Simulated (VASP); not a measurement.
Li2Pd: electric field gradients with LDA

Crystal: Li2Pd.

```xyz
3
Lattice="4.2267 0.0423 0.0423 -2.0767 3.6393 0.0155 0.0273 0.0273 2.7319" Properties=species:S:1:pos:R:3 pbc="T T T"
Li    0.0381    2.4539    1.3904
Li    2.1392    1.2549    1.3993
Pd    0.0000    0.0000    0.0000
```

This cell differs from its parent crystal: equal xy, yz and zx shear strains of +2 %.

```
Program                : VASP 6.6.1
Task                   : electric field gradients
Functional             : LDA
Potentials or basis    : VASP PAW LDA potentials, release 64 (Li_sv, Pd)
Cutoff                 : 520 eV
k mesh                 : 11 × 11 × 15
Occupations            : fermi-dirac, width 0.08 eV
Spin                   : no spin polarisation
Dipole correction      : no
Further INCAR settings : ALGO = Normal; EDIFF = 1e-08; NBANDS = 15
```

```json
{"Largest force": "0.050 eV/Å", "Band gap on the k mesh": "zero (bands 8 and 9 overlap by 2.31 eV)", "Largest electric field gradient by atom": "Li -0.1; Pd -80.5 V/Å²"}
```

Forces in eV/Å, atoms in the order of the input:
```
Li  -0.050  0.000 -0.002
Li   0.050  0.000  0.002
Pd   0.000  0.000  0.000
```

Levels at points of the mesh, in eV from the Fermi level:
```
           k point  band 5  band 6  band 7  band 8  band 9  band 10  band 11  band 12
(0.00, 0.00, 0.00)   -2.92   -2.87   -1.07   -1.07    4.07     4.25     5.50     5.54
```

Electric field gradients, principal values (V/Å²):
```csv
atom,least,middle,greatest (by size)
1 Li,0.032,0.039,-0.071
2 Li,0.032,0.039,-0.071
3 Pd,39.698,40.798,-80.497
```

Wall time 4.7 min on 1 thread of Intel Xeon 8259CL, on a shared host, peak memory 0.6 GiB.

Caveat: the cell differs from its parent crystal (equal xy, yz and zx shear strains of +2 %); without QUAD_EFG the Cq values of the log hold for a quadrupole moment of 1 mb, not for the nuclei.
